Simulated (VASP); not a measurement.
Here is a VASP 6.6.1 calculation.

File INCAR:

```
SYSTEM = Ti
ALGO = Fast
EDIFF = 1E-6
ENCUT = 520
ISIF = 2
ISMEAR = 0
LASPH = .TRUE.
LCHARG = .FALSE.
LREAL = .FALSE.
LWAVE = .FALSE.
NBANDS = 12
NELM = 100
PREC = Accurate
SIGMA = 0.15
```

Contents of KPOINTS:

```
k-points
0
G
  22 22 22
  0 0 0
```

The input POSCAR:

```
Ti
1.0
    0.0000000000      2.0872129571      1.9202359205
    2.0872129571      0.0000000000      1.9202359205
    2.0872129571      2.0872129571      0.0000000000
Ti
1
Direct
    0.0000000000      0.0000000000      0.0000000000
```

Potentials or basis: VASP PAW LDA potentials, release 64 (Ti_sv).

Launch:

```sh
$ cat potpaw_LDA.64/Ti_sv/POTCAR > POTCAR
$ mpirun -np 1 vasp_std > vasp.out
```

Q: Estimate the pressure.

A: -5.1 GPa.

Q: What does it give for the band gap on the k mesh?

A: Zero (band 6 reaches 9.23 eV, above the bottom of band 7 at 7.76 eV).

Stress tensor (GPa, compression positive):
```
-5.88  0.00  0.00
 0.00 -5.88  0.00
 0.00  0.00 -3.46
```
